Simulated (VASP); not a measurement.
# Al (P6_3/mmc) in VASP: settings compared, part 2 of 2

VASP 6.6.1.

**4. Single point, B3LYP**

This run uses another cell than the first one, of 17.42 Å³/atom.

POSCAR reads:

```
Al
1.0
    2.9001028144      0.0000000000      0.0000000000
   -1.4500514072      2.5115627108      0.0000000000
    0.0000000000      0.0000000000      4.7835147317
Al
2
Direct
    0.3333333333      0.6666666667      0.2500000000
    0.6666666667      0.3333333333      0.7500000000
```

INCAR.step1 reads:

```
SYSTEM = Al
ALGO = Normal
EDIFF = 1E-5
ENCUT = 520
GGA = PE
ISIF = 2
ISMEAR = -1
LASPH = .TRUE.
LCHARG = .FALSE.
LREAL = .FALSE.
LWAVE = .TRUE.
NBANDS = 10
NELM = 80
PREC = Accurate
SIGMA = 0.05
```

INCAR.step2 reads:

```
SYSTEM = Al
AEXX = 0.2
AGGAC = 0.81
AGGAX = 0.72
ALDAC = 0.19
ALGO = Normal
EDIFF = 1E-7
ENCUT = 520
GGA = B3
ISIF = 2
ISMEAR = -1
ISTART = 1
LASPH = .TRUE.
LCHARG = .FALSE.
LHFCALC = .TRUE.
LREAL = .FALSE.
LWAVE = .FALSE.
NBANDS = 10
NELM = 80
PREC = Accurate
PRECFOCK = Normal
SIGMA = 0.05
```

KPOINTS reads:

```
k-points
0
G
  6 6 3
  0 0 0
```

Potentials or basis: VASP PAW PBE potentials, release 64 (Al).

Started as:

```bash
$ cat potpaw_PBE.64/Al/POTCAR > POTCAR
$ cp INCAR.step1 INCAR
$ mpirun -np 1 vasp_std > vasp.out
$ cp INCAR.step2 INCAR
$ mpirun -np 1 vasp_std > vasp.out
```

OUTCAR:

```text
SYSTEM = Al
   AEXX = 0.2
   EDIFF = 1E-7
   ENCUT = 520
   GGA = B3
   ISIF = 2
   ISMEAR = -1
   ISTART = 1
   LASPH = .TRUE.
   LHFCALC = .TRUE.
   LREAL = .FALSE.
   NELM = 80
   PREC = Accurate
   PRECFOCK = Normal

 ion  position               nearest neighbor table
   1  0.333  0.667  0.250-   2 2.92   2 2.92   2 2.92   2 2.92   2 2.92   2 2.92
   2  0.667  0.333  0.750-   1 2.92   1 2.92   1 2.92   1 2.92   1 2.92   1 2.92

  LATTYP: Found a hexagonal cell.
 ALAT       =     2.9001028144
 C/A-ratio  =     1.6494293609

  Lattice vectors:

 A1 = (   2.9001028144,   0.0000000000,   0.0000000000)
 A2 = (  -1.4500514072,   2.5115627108,   0.0000000000)
 A3 = (   0.0000000000,   0.0000000000,   4.7835147317)

Analysis of symmetry for initial positions (statically):
=====================================================================
 Subroutine PRICEL returns:
 Original cell was already a primitive cell.

 Routine SETGRP: Setting up the symmetry group for a
 hexagonal supercell.

 Subroutine GETGRP returns: Found 24 space group operations
[... 170 lines left out ...]

 k-point     1 :       0.0000    0.0000    0.0000
  band No.  band energies     occupation
      1      -4.6153      2.00000
      2       2.4252      2.00000
      3       2.5732      2.00000
      4      18.9330      0.00000
      5      18.9330      0.00000
      6      19.5861      0.00000
      7      19.5861      0.00000
      8      20.5462      0.00000
      9      22.0177      0.00000
     10      22.3834      0.00000
[... 157 lines left out ...]
 k-point    14 :       0.3333    0.3333    0.3333
  band No.  band energies     occupation
      1       4.4686      2.00000
      2       4.4686      2.00000
      3       5.0340      2.00000
      4       7.0741      2.00000
      5       7.0741      2.00000
      6       7.2937      1.99986
      7      16.1000      0.00000
      8      16.1000      0.00000
      9      16.8257      0.00000
     10      22.2580      0.00000

------------------------ aborting loop because EDIFF is reached ----------------------------------------

  FORCE on cell =-STRESS in cart. coord.  units (eV):
  Direction    XX          YY          ZZ          XY          YZ          ZX
  --------------------------------------------------------------------------------------
  -------------------------------------------------------------------------------------
  Total        0.0236610      0.0236610      0.0440505     -0.0000000      0.0000000      0.0000000
  in kB        1.0880271      1.0880271      2.0256132     -0.0000000      0.0000000      0.0000000
  external PRESSURE =       1.4005558 kB  Pullay stress =       0.0000000 kB

 VOLUME and BASIS-vectors are now :
 -----------------------------------------------------------------------------
  energy-cutoff  :      520.00
  volume of cell :       34.84
      direct lattice vectors                 reciprocal lattice vectors
     2.900102814  0.000000000  0.000000000     0.344815361  0.199079242  0.000000000
    -1.450051407  2.511562711  0.000000000     0.000000000  0.398158483  0.000000000
     0.000000000  0.000000000  4.783514732     0.000000000  0.000000000  0.209051306

 POSITION                                       TOTAL-FORCE (eV/Angst)
 -----------------------------------------------------------------------------------
     -0.00000      1.67438      1.19588        -0.000000     -0.000000     -0.000000
      1.45005      0.83719      3.58764         0.000000      0.000000      0.000000
 -----------------------------------------------------------------------------------
    total drift:                               -0.000000     -0.000000      0.000000

  FREE ENERGIE OF THE ION-ELECTRON SYSTEM (eV)
  ---------------------------------------------------
  free  energy   TOTEN  =        -6.5214976535 eV

  energy  without entropy=       -6.5138412366  energy(sigma->0) =       -6.51766945
```

It took 1.8 min on 1 thread of Intel Xeon 6975P-C (Granite Rapids), shared host; peak memory 0.15 GiB.

Results:

| Property | Result |
| --- | --- |
| Free energy | -6.5215 eV |
| Pressure | 0.1 GPa |
| Band gap on the k mesh | zero (bands 3 and 4 overlap by 5.00 eV) |

Stress tensor (GPa, compression positive):
```
0.11 0.00 0.00
0.00 0.11 0.00
0.00 0.00 0.20
```

Caveat: the k points lie up to 0.44 Å⁻¹ apart, too coarse for converged energies and pressures of a metal; the PAW data sets were made with another functional, which shifts forces and pressure a little.

**5. Relaxation of cell and atoms, PBE0**

POSCAR reads:

```
Al
1.0
    2.8124553515      0.0000000000      0.0000000000
   -1.4062276757      2.4356577814      0.0000000000
    0.0000000000      0.0000000000      4.8668500000
Al
2
Direct
    0.3333333333      0.6666666667      0.2500000000
    0.6666666667      0.3333333333      0.7500000000
```

INCAR.step1 reads:

```
SYSTEM = Al
PREC     = Accurate       ! precision mode
ENCUT    = 600            ! plane-wave cutoff, eV
EDIFF    = 1E-5           ! SCF threshold, eV
ISMEAR   = -1             ! smearing method
SIGMA    = 0.05           ! smearing width, eV
LREAL    = .False.        ! projectors in reciprocal space
LASPH    = .True.         ! aspherical terms in the spheres
NELM     = 80             ! most SCF steps
ALGO     = Normal         ! electronic algorithm
LWAVE    = .True.         ! write WAVECAR
LCHARG   = .False.        ! write CHGCAR
GGA      = PE             ! functional
NBANDS   = 10             ! bands
```

INCAR.step2 reads:

```
SYSTEM = Al
PREC     = Accurate       ! precision mode
ENCUT    = 600            ! plane-wave cutoff, eV
EDIFF    = 1E-6           ! SCF threshold, eV
ISMEAR   = -1             ! smearing method
SIGMA    = 0.05           ! smearing width, eV
LREAL    = .False.        ! projectors in reciprocal space
LASPH    = .True.         ! aspherical terms in the spheres
NELM     = 80             ! most SCF steps
ALGO     = Normal         ! electronic algorithm
ISIF     = 3              ! what is computed and relaxed
LWAVE    = .False.        ! write WAVECAR
LCHARG   = .False.        ! write CHGCAR
GGA      = PE             ! functional
LHFCALC  = .True.         ! exact exchange
AEXX     = 0.25           ! exact-exchange fraction
PRECFOCK = Normal       
IBRION   = 2              ! ionic algorithm
NSW      = 60             ! ionic steps
EDIFFG   = -0.01          ! ionic threshold
ISTART   = 1
```

KPOINTS reads:

```
Automatic mesh
0
Gamma
  6 6 3
  0 0 0
```

Started as:

```bash
$ cat potpaw_PBE.64/Al/POTCAR > POTCAR
$ cp INCAR.step1 INCAR
$ mpirun -np 1 vasp_std > vasp.out
$ cp INCAR.step2 INCAR
$ mpirun -np 1 vasp_std > vasp.out
```

It took 6 min on 1 thread of Intel Xeon 6975P-C (Granite Rapids), shared host; peak memory 0.16 GiB.

It converged, with:

```yaml
Free_energy: -8.6426 eV
Relaxed_volume: 16.68 Å³/atom
Relaxed_cell: a = 2.863 Å, b = 2.863 Å, c = 4.697 Å, α = 90.00°, β = 90.00°, γ = 120.00°
Space_group_after_relaxing_to_0.1_Å: P6_3/mmc (No. 194)
Energy_gained_by_relaxing: 18.5 meV/atom
Ionic_steps: 8
Pressure_after_relaxing: 0.0 GPa
Band_gap_on_the_k_mesh: zero (bands 3 and 4 overlap by 5.42 eV)
```

Stress tensor (GPa, compression positive):
```
 0.06  0.00  0.00
 0.00  0.06  0.00
 0.00  0.00 -0.06
```

The path:
```
step  energy change (eV)  largest force (eV/Å)  pressure (GPa)  volume (Å³)
   1              0.0000                0.0000            0.94        33.34
   2             -0.0354                0.0000           -0.90        33.79
   3             -0.0355                0.0000           -1.05        33.83
   4             -0.0355                0.0000           -0.99        33.81
   5             -0.0370                0.0000            0.04        33.32
   6             -0.0370                0.0000           -0.06        33.37
   7             -0.0370                0.0000           -0.08        33.38
   8             -0.0370                0.0000            0.02        33.35
```

Final structure:
```
CELL_PARAMETERS angstrom
2.86347 0.00000 0.00000
-1.43173 2.47984 0.00000
0.00000 0.00000 4.69680
ATOMIC_POSITIONS crystal
Al 0.33333 0.66667 0.25000
Al 0.66667 0.33333 0.75000
```

Levels at points of the mesh, in eV from the Fermi level:
| k point | band 1 | band 2 | band 3 | band 4 | band 5 | band 6 |
| --- | --- | --- | --- | --- | --- | --- |
| (0.00, 0.00, 0.00) | -13.11 | -5.64 | -5.43 | 11.89 | 11.89 | 12.31 |
| (0.50, 0.00, 0.00) | -6.52 | -6.30 | 0.91 | 1.50 | 1.98 | 2.20 |

Caveat: the k points lie up to 0.45 Å⁻¹ apart in the final cell, too coarse for converged energies and pressures of a metal; the PAW data sets were made with another functional, which shifts forces and pressure a little.

**6. Summary**

| task | level | cell | k mesh | cutoff (eV) | smearing | tolerance level | purpose | start | dipole correction | grid for exact exchange (PRECFOCK) | gap on the mesh (eV) | pressure (GPa) |
| --- | --- | --- | --- | --- | --- | --- | --- | --- | --- | --- | --- | --- |
| single point | PBE | a = 2.812, b = 2.812, c = 4.867 Å, angles 90.0, 90.0, 120.0°, 2 atoms | 13 × 13 × 7 | 400 | methfessel-paxton 0.1 eV | tight | restart | from scratch | - | - | none | 0.1 |
| single point | HF | a = 2.812, b = 2.812, c = 4.867 Å, angles 90.0, 90.0, 120.0°, 2 atoms | 6 × 6 × 3 | 520 | fermi-dirac 0.05 eV | - | - | - | no | Normal | none | 14.7 |
| single point | B3LYP | a = 2.900, b = 2.900, c = 4.784 Å, angles 90.0, 90.0, 120.0°, 2 atoms | 6 × 6 × 3 | 520 | fermi-dirac 0.05 eV | - | - | - | no | Normal | none | 0.1 |
| relaxation of cell and atoms | PBE0 | relaxed from a = 2.812, b = 2.812, c = 4.867 Å, angles 90.0, 90.0, 120.0°, 2 atoms | 6 × 6 × 3 | 600 | fermi-dirac 0.05 eV | - | - | - | no | Normal | none | 0.0 |

Alike in all rows: potentials or basis VASP PAW PBE potentials, release 64 (Al); no spin polarisation.

Caveats: some runs use coarse meshes; the PAW data sets were made with another functional, which shifts forces and pressure a little (at least some runs).

Total energies depend on the potentials used, so only differences within one code and one set of settings carry meaning.
